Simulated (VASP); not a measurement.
Write the native input for VASP 6.6.1 that does the following.

- Task: single point
- Functional: PBE
- Potentials or basis: VASP PAW PBE potentials, release 64 (Co_sv)
- Cutoff: 690 eV
- k mesh: 6 × 6 × 6
- Occupations: gaussian, width 0.1 eV
- Spin: no spin polarisation
- Dipole correction: no
- Further INCAR settings: ALGO = Normal; EDIFF = 1e-06; NBANDS = 24

The structure of Co lies in POSCAR:

```
Co
1.0
    0.0000000000      2.4569789975      2.4569789975
    2.4569789975      0.0000000000      2.4569789975
    2.4569789975      2.4569789975      0.0000000000
Co
2
Direct
    0.5000000000      0.5000000000      0.5000000000
    0.7500000000      0.7500000000      0.7500000000
```

This isn't the form of Co at room conditions, which is hcp.

These files were run (other wordings do the same):

INCAR

```
PREC = Accurate
ENCUT = 690
EDIFF = 1E-6
ISMEAR = 0
SIGMA = 0.1
LREAL = F
LASPH = T
NELM = 120
ALGO = Normal
ISIF = 2
LWAVE = F
LCHARG = F
GGA = PE
NBANDS = 24
GGA_COMPAT = F
```

KPOINTS

```
regular mesh
0
Gamma
  6 6 6
```

Potentials or basis: VASP PAW PBE potentials, release 64 (Co_sv).

The run is started by

```sh
$ cat potpaw_PBE.64/Co_sv/POTCAR > POTCAR
$ mpirun -np 1 vasp_std > vasp.out
```

It gave:

```
Pressure               : -0.4 GPa
Band gap on the k mesh : zero (bands 17 and 18 overlap by 0.69 eV)
```

Caveat: the k points lie up to 0.37 Å⁻¹ apart, too coarse for converged energies and pressures of a metal; the run has no spin polarisation, though such a crystal can be magnetic.

It took 8.2 s on 1 thread of Intel(R) Xeon(R) 6975P-C (Granite Rapids), on a shared host, peak memory 0.16 GiB.
